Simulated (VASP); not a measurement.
Write the native input for VASP 6.6.1 that does the following.

```yaml
Task: relaxation of the atoms
Functional: PBE
Potentials_or_basis: VASP PAW PBE potentials, release 64 (W_sv)
Cutoff: 450 eV
k_mesh: 13 × 13 × 1
Occupations: fermi-dirac, width 0.1 eV
Spin: no spin polarisation
Dipole_correction: yes
Further_INCAR_settings: ALGO = Normal; EDIFF = 1e-07; NELMDL = -8; IBRION = 2; EDIFFG = -0.01; NSW = 60
```

The structure of W lies in POSCAR:

```
W
1.0
    2.7570193916      0.0000000000      0.0000000000
   -0.9190064639      2.5993428103      0.0000000000
    0.0000000000      0.0000000000     17.5022000000
W
3
Direct
    0.0000000000      0.0000000000      0.3713820602
    0.5000000000      0.5000000000      0.5000000000
    0.0000000000      0.0000000000      0.6286179398
```

These files were run (other wordings do the same):

INCAR

```
  ALGO = Normal
  DIPOL = 0.5 0.5 0.500
  EDIFF = 1E-7
  EDIFFG = -0.01
  ENCUT = 450
  GGA = PE
  GGA_COMPAT = False
  IBRION = 2
  IDIPOL = 3
  ISIF = 2
  ISMEAR = -1
  LASPH = True
  LCHARG = False
  LDIPOL = True
  LREAL = False
  LWAVE = False
  NELM = 120
  NELMDL = -8
  NELMIN = 4
  NSW = 60
  PREC = Accurate
  SIGMA = 0.1
```

KPOINTS

```
k-points
0
Gamma
  13 13 1
```

Potentials or basis: VASP PAW PBE potentials, release 64 (W_sv).

The run is started by

```bash
$ cat potpaw_PBE.64/W_sv/POTCAR > POTCAR
$ mpirun -np 1 vasp_std > vasp.out
```

Results of the run:

The energy gained by relaxing is 13.5 meV/atom and the ionic steps are 3. The largest force after relaxing is 0.006 eV/Å and the band gap on the k mesh is zero (bands 21 and 22 overlap by 1.77 eV).

Caveat: spin-orbit coupling is left out, which moves the levels of the heavy elements.

Run time: 3.2 min on 1 thread of Intel(R) Xeon(R) 6975P-C (Granite Rapids), with other jobs on the host, peak memory 0.26 GiB.
